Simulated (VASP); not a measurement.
Write the native input for VASP 6.6.1 that does the following.

- Task: single point
- Functional: PBE
- Potentials or basis: VASP PAW PBE potentials, release 64 (Ga_d, Sb, Te)
- Cutoff: 520 eV
- k mesh: 4 × 4 × 2
- Occupations: gaussian, width 0.1 eV
- Spin: no spin polarisation
- Dipole correction: no
- Further INCAR settings: ALGO = Normal; EDIFF = 1e-07; NBANDS = 30

The structure of GaSbTe4 lies in POSCAR:

```
GaSbTe4
1.0
    4.1553477399      0.0000000000      0.0000000000
    0.0000000000      4.1553477399      0.0000000000
    0.0000000000      0.0000000000     12.4143078843
Ga Sb Te
1 1 4
Direct
    0.0000000000      0.0000000000      0.0000000000
    0.5000000000      0.5000000000      0.5000000000
    0.5000000000      0.5000000000      0.0000000000
    0.5000000000      0.5000000000      0.7552735072
    0.5000000000      0.5000000000      0.2447264928
    0.0000000000      0.0000000000      0.5000000000
```

The cell was built from a structure type or drawn by symmetry, and may not be a known phase.

The input as run:

INCAR

```
PREC = Accurate
ENCUT = 520
EDIFF = 1E-7
ISMEAR = 0
SIGMA = 0.1
LREAL = F
LASPH = T
NELM = 60
ALGO = Normal
ISIF = 2
LWAVE = F
LCHARG = F
GGA = PE
NBANDS = 30
```

KPOINTS

```
Automatic mesh
0
Gamma
  4 4 2
```

Potentials or basis: VASP PAW PBE potentials, release 64 (Ga_d, Sb, Te).

The run is started by

```sh
$ cat potpaw_PBE.64/Ga_d/POTCAR potpaw_PBE.64/Sb/POTCAR potpaw_PBE.64/Te/POTCAR > POTCAR
$ mpirun -np 1 vasp_std > vasp.out
```

Results of the run:

```json
{
  "Pressure": "0.0 GPa",
  "Largest force": "0.009 eV/Å",
  "Band gap on the k mesh": "zero (bands 21 and 22 overlap by 1.52 eV)"
}
```

Caveat: the k points lie up to 0.38 Å⁻¹ apart, too coarse for converged energies and pressures of a metal; spin-orbit coupling is left out, which moves the levels of the heavy elements.

It took 46 s on 1 thread of AMD EPYC 9R45 96-Core Processor (Zen 5), with other jobs on the host, peak memory 0.31 GiB.
